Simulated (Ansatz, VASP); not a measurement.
# Two plane-wave programs on Be

```
Be
1.0
     3.68824    0.00000    0.00000
    -1.84412    3.19411    0.00000
     0.00000    0.00000    2.27054
Be
3
Direct
  0.00000 0.00000 0.00000
  0.33333 0.66667 0.50000
  0.66667 0.33333 0.50000
```

Alike in both runs: task single point; functional revPBE; k mesh 11 × 11 × 16; occupations fermi-dirac, width 0.1 eV; no spin polarisation.

```csv
,VASP,Ansatz
version,VASP 6.6.1,Ansatz 0.2.0
potentials or method,"VASP PAW PBE potentials, release 64 (Be), cutoff 520 eV","plane waves (420 eV) with PAW, scalar-relativistic"
valence electrons in the cell,6,6
```

Ansatz gave:

```
pressure (GPa)                                                : -7.4
traceless stress, the component that is largest in VASP (GPa) : 1.99
```

Question: Estimate VASP's values.

Answer: Pressure (GPa): -7.4; traceless stress, the component that is largest in VASP (GPa): 1.96.

VASP's potentials were made for PBE, not for revPBE.
